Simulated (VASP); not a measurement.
Crystal: Si3IrRu.

```
Si Ru Ir
1.0
    -1.55000    1.55000    7.23000
     1.55000   -1.55000    7.23000
     1.55000    1.55000   -7.23000
Si Ru Ir
3 1 1
Direct
  0.80000 0.80000 0.00000
  0.00000 0.00000 0.00000
  0.20000 0.20000 0.00000
  0.60000 0.60000 0.00000
  0.40000 0.40000 0.00000
```

* Program: VASP 6.6.1
* Task: relaxation of cell and atoms
* Functional: PBE
* Potentials or basis: VASP PAW PBE potentials, release 64 (Si, Ru_pv, Ir)
* Cutoff: 600 eV
* k mesh: 7 × 7 × 7
* Occupations: gaussian, width 0.2 eV
* Spin: no spin polarisation

At the start: pressure -6.3 GPa; volume 13.90 Å³/atom.

**Question.** How do energy, volume and symmetry change on relaxing?

**Answer.** Over 16 steps the energy falls by 142.1 meV/atom and the volume is 13.56 Å³/atom (-2.4 %); space group I4mm (No. 107, to 0.1 Å) before and after.

The path:
| step | energy change (eV) | largest force (eV/Å) | pressure (GPa) | volume (Å³) |
| --- | --- | --- | --- | --- |
| 1 | 0.0000 | 0.9262 | -6.27 | 69.48 |
| 2 | -0.1159 | 1.1927 | 10.71 | 64.13 |
| 3 | -0.1378 | 1.1426 | 5.28 | 65.59 |
| 4 | -0.3239 | 1.0826 | 6.25 | 65.22 |
| 5 | -0.3769 | 1.5435 | 16.11 | 63.82 |
| 6 | -0.5004 | 0.9713 | 8.53 | 64.71 |
| 7 | -0.4953 | 0.9885 | 13.30 | 64.08 |
| 8 | -0.5384 | 0.7356 | 10.39 | 64.43 |
| 9 | -0.6680 | 0.6316 | 0.23 | 67.67 |
| 10 | -0.6681 | 0.6306 | 0.50 | 67.57 |
| 11 | -0.6944 | 0.3798 | -0.10 | 67.75 |
| 12 | -0.7078 | 0.2115 | -0.72 | 67.99 |
| 13 | -0.7079 | 0.2010 | -0.78 | 68.01 |
| 14 | -0.7099 | 0.0914 | 0.51 | 67.67 |
| 15 | -0.7099 | 0.0962 | 0.45 | 67.68 |
| 16 | -0.7107 | 0.0527 | 0.21 | 67.80 |

Final structure:
```cif
data_structure
_symmetry_space_group_name_H-M 'P 1'
_symmetry_Int_Tables_number 1
_cell_length_a 6.9533
_cell_length_b 6.9533
_cell_length_c 6.9533
_cell_angle_alpha 153.291
_cell_angle_beta 153.291
_cell_angle_gamma 38.131
_cell_volume 67.80
loop_
_atom_site_label
_atom_site_type_symbol
_atom_site_fract_x
_atom_site_fract_y
_atom_site_fract_z
_atom_site_occupancy
Si1 Si 0.80372 0.80372 0.00000 1
Si2 Si 0.00077 0.00077 0.00000 1
Si3 Si 0.19592 0.19592 0.00000 1
Ru1 Ru 0.61471 0.61471 0.00000 1
Ir1 Ir 0.38487 0.38487 0.00000 1
```

Caveat: the relaxation stopped at a loose force limit of 0.08 eV/Å, so its end isn't a converged minimum.
